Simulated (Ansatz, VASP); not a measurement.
# AlN in VASP and in Ansatz

The input INCAR:

```
SYSTEM = AlN
PREC = Accurate ; ENCUT = 520
EDIFF = 1E-6 ; ISMEAR = 0
SIGMA = 0.05 ; LREAL = .False.
LASPH = .True. ; NELM = 80
ALGO = Normal ; ISIF = 2
LWAVE = .False. ; LCHARG = .False.
GGA = PS ; NBANDS = 26
```

File KPOINTS:

```
Automatic mesh
0
Gamma
  8 8 8
  0 0 0
```

POSCAR

```
AlN
1.0
   -3.1135599857      0.0000000000      0.0000000000
    0.0000000000      5.3928440876      0.0000000000
    1.5567799928     -2.6964220438     -4.9833504711
Al N
4 4
Direct
    1.0275084086      0.3325782749      0.9984898831
    0.5275084086      0.8325782749      0.9984898831
    0.2209814745      0.9159116082      0.4984898831
    0.7209814745      0.4159116082      0.4984898831
    0.7830050170      0.1415883918      0.6165101169
    0.2830050170      0.6415883918      0.6165101169
    0.0835050999      0.7249217251      0.1165101169
    0.5835050999      0.2249217251      0.1165101169
```

Input for Ansatz:

```yaml
crystal:
  lattice:
    - [-3.1135599857, 0.0, 0.0]
    - [0.0, 5.3928440876, 0.0]
    - [1.5567799928, -2.6964220438, -4.9833504711]
  atoms:
    - { symbol: Al, position: [1.0275084086, 0.3325782749, 0.9984898831] }
    - { symbol: Al, position: [0.5275084086, 0.8325782749, 0.9984898831] }
    - { symbol: Al, position: [0.2209814745, 0.9159116082, 0.4984898831] }
    - { symbol: Al, position: [0.7209814745, 0.4159116082, 0.4984898831] }
    - { symbol: "N", position: [0.783005017, 0.1415883918, 0.6165101169] }
    - { symbol: "N", position: [0.283005017, 0.6415883918, 0.6165101169] }
    - { symbol: "N", position: [0.0835050999, 0.7249217251, 0.1165101169] }
    - { symbol: "N", position: [0.5835050999, 0.2249217251, 0.1165101169] }
basis:
  ecutwfc: 520.0
kpoints:
  mp_grid: { grid: [8, 8, 8] }
hamiltonian:
  xc: pbesol
  pseudopotentials: { kind: paw, azcp: { folder: soft_1 } }
scf:
  occupations: { method: gaussian, width: 0.05 }
output:
  forces: true
  stress: true
  eigenvalues: true
```

Change from the starting cell: mode 4 frozen in at -0.088 Å and mode 15 at +0.000 Å (largest displacements).

Alike in both runs: task single point; functional PBEsol; k mesh 8 × 8 × 8; occupations gaussian, width 0.05 eV; no spin polarisation.

|  | VASP | Ansatz |
| --- | --- | --- |
| version | VASP 6.6.1 | Ansatz 0.2.0 |
| potentials or method | VASP PAW PBE potentials, release 64 (Al, N), cutoff 520 eV | scalar-relativistic, plane waves, PAW |
| valence electrons in the cell | 32 | 32 |

```tsv
	VASP	Ansatz	Ansatz less VASP
gap on the k mesh at the Fermi level (eV)	4.02	4.01	-0.016
least direct gap on the mesh (eV)	4.02	4.01	-0.016
pressure (GPa)	-0.2	-0.2	-0.02
traceless stress, the component that is largest in VASP (GPa)	-0.49	-0.49	-0.002
rms of the force components (eV/Å)	0.220	0.219	-0.0009
```

VASP's potentials were made for PBE, not for PBEsol, and Ansatz warns of the same on its side. Atom by atom the forces differ by 0.001 eV/Å (rms over components). The functional is the same, so the differences come from potentials, cutoffs and numerics.
